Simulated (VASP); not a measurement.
# Al (Fm-3m) in VASP: notebook

Al is run at these levels: PBE; tasks: single point.

Everything below comes from runs of VASP 6.6.1. Logs are shortened: lines on timing, memory, paths and dates and some standing lists are left out, and cuts for length are marked.

**1. The cell of the first run**

Symmetry: Fm-3m, No. 225, cubic system. The conventional cell has a = 4.040 Å, b = 4.040 Å, c = 4.040 Å, α = 90.00°, β = 90.00°, γ = 90.00°. Al (site symmetry m-3m) has 12 Al at 2.86 Å within 3.8 Å.

**2. Single point, PBE**

The input, INCAR:

```
SYSTEM = Al
PREC = Accurate ; ENCUT = 520
EDIFF = 1E-6 ; ISMEAR = 0
SIGMA = 0.1 ; LREAL = .FALSE.
LASPH = .TRUE. ; NELM = 60
ALGO = Normal ; ISIF = 2
LWAVE = .FALSE. ; LCHARG = .FALSE.
GGA = PE ; NBANDS = 8
```

The input, KPOINTS:

```
Automatic mesh
0
G
  13 13 13
  0 0 0
```

The input, POSCAR:

```
Al
1.0
    0.0000000000      2.0199630948      2.0199630948
    2.0199630948      0.0000000000      2.0199630948
    2.0199630948      2.0199630948      0.0000000000
Al
1
Direct
    0.0000000000      0.0000000000      0.0000000000
```

Potentials or basis: VASP PAW PBE potentials, release 64 (Al).

Run with:

```
$ cat potpaw_PBE.64/Al/POTCAR > POTCAR
$ mpirun -np 1 vasp_std > vasp.out
```

OUTCAR:

```text
SYSTEM = Al
   PREC = Accurate
   ENCUT = 520
   EDIFF = 1E-6
   ISMEAR = 0
   LREAL = .FALSE.
   LASPH = .TRUE.
   NELM = 60
   ISIF = 2
   GGA = PE

 ion  position               nearest neighbor table
   1  0.000  0.000  0.000-

  LATTYP: Found a face centered cubic cell.
 ALAT       =     4.0399261896

  Lattice vectors:

 A1 = (   0.0000000000,   2.0199630948,   2.0199630948)
 A2 = (   2.0199630948,   0.0000000000,   2.0199630948)
 A3 = (   2.0199630948,   2.0199630948,   0.0000000000)

Analysis of symmetry for initial positions (statically):
=====================================================================
 Subroutine PRICEL returns:
 Original cell was already a primitive cell.

 Routine SETGRP: Setting up the symmetry group for a
 face centered cubic supercell.

 Subroutine GETGRP returns: Found 48 space group operations
 (whereof 48 operations were pure point group operations)
 out of a pool of 48 trial point group operations.

The static configuration has the point symmetry O_h .

Analysis of symmetry for dynamics (positions and initial velocities):
=====================================================================
 Subroutine PRICEL returns:
 Original cell was already a primitive cell.

 Routine SETGRP: Setting up the symmetry group for a
 face centered cubic supercell.

 Subroutine GETGRP returns: Found 48 space group operations
 (whereof 48 operations were pure point group operations)
 out of a pool of 48 trial point group operations.

The dynamic configuration has the point symmetry O_h .

 Subroutine INISYM returns: Found 48 space group operations
 (whereof 48 operations are pure point group operations),
 and found     1 'primitive' translations

----------------------------------------------------------------------------------------

                                     Primitive cell

  volume of cell :      16.4839

  direct lattice vectors                    reciprocal lattice vectors
     0.000000000  2.019963095  2.019963095    -0.247529275  0.247529275  0.247529275
     2.019963095  0.000000000  2.019963095     0.247529275 -0.247529275  0.247529275
     2.019963095  2.019963095  0.000000000     0.247529275  0.247529275 -0.247529275

  length of vectors
     2.856659204  2.856659204  2.856659204     0.428733280  0.428733280  0.428733280

  position of ions in fractional coordinates (direct lattice)
     0.000000000  0.000000000  0.000000000

  ion indices of the primitive-cell ions
   primitive index   ion index
                 1           1

[... 70 lines left out ...]
   NELM   =     60;   NELMIN=  2; NELMDL= -5     # of ELM steps
   EDIFF  = 0.1E-05   stopping-criterion for ELM
   LREAL  =      F    real-space projection
   EDIFFG = 0.1E-04   stopping-criterion for IOM
   NSW    =      0    number of steps for IOM
   IBRION =     -1    ionic relax: 0-MD 1-quasi-New 2-CG
   NFREE  =      0    steps in history (QN), initial steepest desc. (CG)
   ISIF   =      2    stress and relaxation
   ISYM   =      2    0-nonsym 1-usesym 2-fastsym
   POTIM  = 0.5000    time-step for ionic-motion
   TEBEG  =    0.0;   TEEND  =   0.0 temperature during run
   PSTRESS=    0.0 pullay stress
   NELECT =       3.0000    total number of electrons
   NUPDOWN=      -1.0000    fix difference up-down
   EMIN   =  10.00;   EMAX   =-10.00  energy-range for DOS
   EFERMI =   0.00;   METHOD = LEGACY
   ISMEAR =     0;   SIGMA  =   0.10  broadening in eV -4-tet -1-fermi 0-gaus
   EFERMI_NEDOS =   21; number of points for ismear=-14 and -15
   IALGO  =     38    algorithm
   IMIX   =      4    mixing-type and parameters
     AMIX     =   0.40;   BMIX     =  1.00
     AMIX_MAG =   1.60;   BMIX_MAG =  1.00
  volume/ion in A,a.u.               =      16.48       111.24
  Fermi-wavevector in a.u.,A,eV,Ry     =   0.927745  1.753183 11.710674  0.860710
  Thomas-Fermi vector in A             =   2.053847
   LORBIT       =      0    0 simple, 1 ext, 2 COOP (PROOUT), +10 PAW based schemes
   GGA     = PE    functional components
   LHFCALC =     F    Hartree Fock is set to
   AEXX    =    0.0000 exact exchange contribution
   IVDW    =     0    specifies the selected vdW correction
   LEPSILON=     F    determine dielectric tensor
   LRPA    =     F    only Hartree local field effects (RPA)
 non-spin polarized calculation
 Gauss-broadening in eV      SIGMA  =   0.10
  energy-cutoff  :      520.00
  volume of cell :       16.48
 maximum number of plane-waves:       459
 NGX is ok and might be reduce to    24
   NGX = 11   NGY = 11   NGZ = 11

 number of electron       3.0000000 magnetization

 Free energy of the ion-electron system (eV)
  ---------------------------------------------------
  ext. energy  EPLUGINS =         0.00000000
  ---------------------------------------------------
  free energy    TOTEN  =        -3.74334292 eV

  energy without entropy =       -3.74107265  energy(sigma->0) =       -3.74220779

 E-fermi :   7.9329     XC(G=0): -10.2000

 val. band max:        7.9257847967   @ k =  -0.3077   0.2308   0.0000
 cond. band min:       7.9401872466   @ k =  -0.2308   0.3846   0.1538
 fundamental gap:      0.0144024499
 Fermi energy:         7.9328813211

 k-point     1 :       0.0000    0.0000    0.0000
  band No.  band energies     occupation
      1      -3.1307      2.00000
      2      20.6351      0.00000
      3      20.6351      0.00000
      4      20.6351      0.00000
      5      22.1343      0.00000
      6      22.1343      0.00000
      7      22.1343      0.00000
      8      24.4838      0.00000
[... 243 lines left out ...]
 k-point    24 :       0.4615    0.1538    0.0000
  band No.  band energies     occupation
      1       1.9296      2.00000
      2       6.5813      2.00000
      3      15.0953      0.00000
      4      16.2274      0.00000
      5      17.9891      0.00000
      6      24.0178      0.00000
      7      26.0343      0.00000
      8      27.8933      0.00000

 [... further k-points ...]
[... 5 lines left out ...]
  --------------------------------------------------------------------------------------
  -------------------------------------------------------------------------------------
  Total       -0.0075066     -0.0075066     -0.0075066      0.0000000      0.0000000     -0.0000000
  in kB       -0.7296188     -0.7296188     -0.7296188      0.0000000      0.0000000     -0.0000000
  external PRESSURE =      -0.7296188 kB  Pullay stress =       0.0000000 kB

 VOLUME and BASIS-vectors are now :
 -----------------------------------------------------------------------------
  energy-cutoff  :      520.00
  volume of cell :       16.48
      direct lattice vectors                 reciprocal lattice vectors
     0.000000000  2.019963095  2.019963095    -0.247529275  0.247529275  0.247529275
     2.019963095  0.000000000  2.019963095     0.247529275 -0.247529275  0.247529275
     2.019963095  2.019963095  0.000000000     0.247529275  0.247529275 -0.247529275

 POSITION                                       TOTAL-FORCE (eV/Angst)
 -----------------------------------------------------------------------------------
      0.00000      0.00000      0.00000         0.000000     -0.000000      0.000000
 -----------------------------------------------------------------------------------
    total drift:                               -0.000000     -0.000000     -0.000000

  FREE ENERGIE OF THE ION-ELECTRON SYSTEM (eV)
  ---------------------------------------------------
  free  energy   TOTEN  =        -3.7433429193 eV

  energy  without entropy=       -3.7410726536  energy(sigma->0) =       -3.74220779
```

Wall time 7.2 s (1 thread of Intel Xeon Platinum 8375C at 2.90GHz (Ice Lake), shared host); peak memory 0.13 GiB.

Results:

- Free energy: -3.7433 eV
- Pressure: -0.1 GPa

Levels at points of the mesh, in eV from the Fermi level:
| k point | band 1 | band 2 | band 3 | band 4 | band 5 |
| --- | --- | --- | --- | --- | --- |
| (0.00, 0.00, 0.00) | -11.06 | 12.70 | 12.70 | 12.70 | 14.20 |

**3. Single point, PBE**

The input, INCAR:

```
  PREC = Accurate
  ENCUT = 520
  EDIFF = 1E-6
  ISMEAR = 0
  SIGMA = 0.2
  LREAL = False
  LASPH = True
  NELM = 100
  ALGO = Normal
  ISIF = 2
  LWAVE = False
  LCHARG = False
  GGA = PE
  NBANDS = 8
```

The input, KPOINTS:

```
Automatic mesh
0
Gamma
  13 13 13
```

POSCAR is that of step 2.

Potentials or basis: VASP PAW PBE potentials, release 64 (Al).

Run with:

```
$ cat potpaw_PBE.64/Al/POTCAR > POTCAR
$ mpirun -np 1 vasp_std > vasp.out
```

It took 7.6 s on 1 thread of Intel Xeon Platinum 8375C at 2.90GHz (Ice Lake), shared host; peak memory 0.13 GiB.

Results (log left out):

* Free energy: -3.7466 eV
* Pressure: -0.1 GPa

Levels at points of the mesh, in eV from the Fermi level:
| k point | band 1 | band 2 | band 3 | band 4 |
| --- | --- | --- | --- | --- |
| (0.00, 0.00, 0.00) | -11.07 | 12.69 | 12.69 | 12.69 |

**4. Single point, PBE**

The input, INCAR:

```
PREC = Accurate
ENCUT = 520
EDIFF = 1E-7
ISMEAR = 0
SIGMA = 0.3
LREAL = False
LASPH = True
NELM = 60
ALGO = Normal
ISIF = 2
LWAVE = False
LCHARG = True
GGA = PE
LELF = True
LVHAR = True
NBANDS = 8
```

KPOINTS is that of step 3.

POSCAR is that of step 3.

Run with:

```
$ cat potpaw_PBE.64/Al/POTCAR > POTCAR
$ mpirun -np 1 vasp_std > vasp.out
```

Wall time 7.3 s (1 thread of Intel Xeon Platinum 8375C at 2.90GHz (Ice Lake), shared host); peak memory 0.13 GiB.

The run converged. Its results:

```yaml
Free_energy: -3.7521 eV
Pressure: 0.0 GPa
```

Levels at points of the mesh, in eV from the Fermi level:
| k point | band 1 | band 2 | band 3 | band 4 | band 5 |
| --- | --- | --- | --- | --- | --- |
| (0.00, 0.00, 0.00) | -11.09 | 12.68 | 12.68 | 12.68 | 14.18 |

**5. Overview**

| smearing | gap on the mesh (eV) | pressure (GPa) |
| --- | --- | --- |
| gaussian 0.1 eV | none | -0.1 |
| gaussian 0.2 eV | none | -0.1 |
| gaussian 0.3 eV | none | 0.0 |

Alike in all rows: task single point; level PBE; potentials or basis VASP PAW PBE potentials, release 64 (Al); no spin polarisation; cell as given; k mesh 13 × 13 × 13; cutoff (eV) 520.

Every run on the cell as given and a fine mesh finds a metal.

Absolute energies hang on the potentials; compare differences alone.
